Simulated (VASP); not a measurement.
Write the native input for VASP 6.6.1 that does the following.

| Quantity | Value |
| --- | --- |
| Task | relaxation of cell and atoms |
| Functional | PBE |
| Potentials or basis | VASP PAW PBE potentials, release 64 (Sm_3, B, Rh_pv), 4f in core |
| Cutoff | 500 eV |
| k mesh | 4 × 4 × 6 |
| Occupations | gaussian, width 0.1 eV |
| Spin | no spin polarisation |
| Dipole correction | no |
| Mended | yes |
| Further INCAR settings | ALGO = Normal; EDIFF = 1e-07; IBRION = 2; EDIFFG = -0.04; NSW = 90; ISIF = 3 |

The structure of Sm2B2Rh lies in POSCAR:

```
Sm2B2Rh
1.0
    5.2998792811      0.0000000000      0.0000000000
    0.0000000000      5.2998792811      0.0000000000
    0.0000000000      0.0000000000      3.1619682630
Sm B Rh
2 2 1
Direct
    0.0000000000      0.5000000000      0.5000000000
    0.5000000000      0.0000000000      0.5000000000
    0.5000000000      0.5000000000      0.2500567390
    0.5000000000      0.5000000000      0.7499432610
    0.0000000000      0.0000000000      0.0000000000
```

The cell was built from a structure type or drawn by symmetry, and may not be a known phase.

One way to write it, as run:

INCAR

```
  PREC = Accurate
  ENCUT = 500
  EDIFF = 1E-7
  ISMEAR = 0
  SIGMA = 0.1
  LREAL = F
  LASPH = T
  NELM = 200
  ALGO = Normal
  ISIF = 3
  LWAVE = F
  LCHARG = F
  GGA = PE
  IBRION = 2
  NSW = 90
  EDIFFG = -0.04
  GGA_COMPAT = F
  NELMIN = 4
  LMAXMIX = 6
```

KPOINTS

```
Automatic mesh
0
Gamma
  4 4 6
```

Potentials or basis: VASP PAW PBE potentials, release 64 (Sm_3, B, Rh_pv), 4f in core.

Launch:

```bash
$ cat potpaw_PBE.64/Sm_3/POTCAR potpaw_PBE.64/B/POTCAR potpaw_PBE.64/Rh_pv/POTCAR > POTCAR
$ mpirun -np 1 vasp_std > vasp.out
```

It gave:

* Relaxed volume: 17.88 Å³/atom
* Relaxed cell: a = 5.304 Å, b = 5.304 Å, c = 3.178 Å, α = 90.00°, β = 90.00°, γ = 90.00°
* Space group after relaxing (to 0.1 Å): P4/mmm (No. 123)
* Energy gained by relaxing: 0.5 meV/atom
* Ionic steps: 5
* Pressure after relaxing: 0.0 GPa
* Band gap on the k mesh: zero (an odd number of electrons rules out a gap without spin polarisation)

Caveat: spin-orbit coupling is left out, which moves the levels of the heavy elements; the 4f electrons are frozen in the core, so they carry no moment and show no levels.

Wall time 2.1 min on 1 thread of AMD EPYC 7R13 Processor (Zen 3) (shared host), peak memory 0.2 GiB.
